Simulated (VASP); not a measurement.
A run of VASP 6.6.1 is set up as follows.

File POSCAR:

```
HfO2
1.0
    0.0000000000      2.5291822925      2.5291822925
    2.5291822925      0.0000000000      2.5291822925
    2.5291822925      2.5291822925      0.0000000000
Hf O
1 2
Direct
    0.0000000000      0.0000000000      0.0000000000
    0.2500000000      0.2500000000      0.2500000000
    0.7500000000      0.7500000000      0.7500000000
```

File INCAR.step1:

```
  PREC = Accurate
  ENCUT = 520
  ISMEAR = 0
  SIGMA = 0.01
  LREAL = F
  LASPH = T
  NELM = 60
  NBANDS = 18
  GGA = PE
  ALGO = Normal
  EDIFF = 1E-4
  LWAVE = T
  LCHARG = F
```

The input INCAR.step2:

```
  PREC = Accurate
  ENCUT = 520
  EDIFF = 1E-7
  ISMEAR = 0
  SIGMA = 0.01
  LREAL = F
  LASPH = T
  NELM = 60
  ALGO = Normal
  ISIF = 2
  LWAVE = F
  LCHARG = T
  METAGGA = R2SCAN
  LMIXTAU = T
  LELF = T
  LVHAR = T
  NBANDS = 18
  ISTART = 1
```

Contents of KPOINTS:

```
Automatic mesh
0
Gamma
  8 8 8
```

Potentials or basis: VASP PAW PBE potentials, release 64 (Hf_pv, O).

The run is started by

```bash
$ cat potpaw_PBE.64/Hf_pv/POTCAR potpaw_PBE.64/O/POTCAR > POTCAR
$ cp INCAR.step1 INCAR
$ mpirun -np 1 vasp_std > vasp.out
$ cp INCAR.step2 INCAR
$ mpirun -np 1 vasp_std > vasp.out
```

Estimate the band gap on the k mesh.

4.31 eV, direct.

What does it give for the pressure?

-4.0 GPa.

Caveat: the PAW data sets were made with another functional, which shifts forces and pressure a little; spin-orbit coupling is left out, which moves the levels of the heavy elements. A k mesh can miss the band edges.
